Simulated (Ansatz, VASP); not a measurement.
**Two plane-wave programs on BN**

```xyz
4
Lattice="2.3060 0.0000 0.0000 -1.1530 2.1550 0.0000 0.0000 0.0000 5.7808" Properties=species:S:1:pos:R:3 pbc="T T T"
B     0.0000    1.4032    1.4452
B     1.1530    0.7517    4.3356
N     0.0000    1.4997    4.3356
N     1.1530    0.6553    1.4452
```

Change from the starting cell: normal strain along x -0.0733, normal strain along z -0.1100.

Alike in both runs: functional LDA; k mesh 12 × 12 × 4; occupations gaussian, width 0.05 eV; no spin polarisation.

Ansatz relaxed the structure, and its values are those at the end. VASP's run is a single point on that final structure, the one shown.

```csv
,VASP,Ansatz
version,VASP 6.6.1,Ansatz 0.2.0
potentials or method,"VASP PAW LDA potentials, release 64 (B, N), cutoff 520 eV","scalar-relativistic, plane waves, PAW"
valence electrons in the cell,16,16
```

```csv
,VASP,Ansatz,Ansatz less VASP
gap on the k mesh at the Fermi level (eV),3.59,3.61,+0.014
least direct gap on the mesh (eV),4.22,4.23,+0.014
pressure (GPa),41.7,40.9,-0.76
```

Ansatz warns that its potentials were made for another functional, while VASP's fit it. LDA's correlation is that of Perdew and Zunger in VASP and of Perdew and Wang (1992) in Ansatz. Both programs put the cell under a high pressure, so it lies far from rest at this level. Ansatz's warnings: stress scf threshold loose.
